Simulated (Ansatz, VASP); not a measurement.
# SiGe: VASP beside Ansatz

```
CELL_PARAMETERS angstrom
3.90445 0.00000 0.00000
-1.95223 3.38135 0.00000
0.00000 0.00000 6.45078
ATOMIC_POSITIONS crystal
Si 0.66667 0.33333 0.87461
Si 0.33333 0.66667 0.37461
Ge 0.66667 0.33333 0.50039
Ge 0.33333 0.66667 0.00039
```

Alike in both runs: task relaxation of cell and atoms; functional LDA; k mesh 12 × 12 × 6; occupations gaussian, width 0.02 eV; no spin polarisation.

|  | VASP | Ansatz |
| --- | --- | --- |
| version | VASP 6.6.1 | Ansatz 0.2.0 |
| potentials or method | VASP PAW LDA potentials, release 64 (Si, Ge_d), cutoff 600 eV | scalar-relativistic, plane waves, PAW |
| valence electrons in the cell | 36 | 36 |

|  | VASP | Ansatz | Ansatz less VASP |
| --- | --- | --- | --- |
| gap on the k mesh at the Fermi level, each at its own relaxed structure (eV) | 0.32 | 0.32 | -0.002 |
| relaxed volume (Å³/atom) | 20.76 | 20.73 | -0.033 |
| relaxed cell length with the largest relative difference (Å) | 3.872 | 3.869 | -0.0022 |

Ansatz warns that its potentials were made for another functional, while VASP's fit it. LDA's correlation is that of Perdew and Zunger in VASP and of Perdew and Wang (1992) in Ansatz.
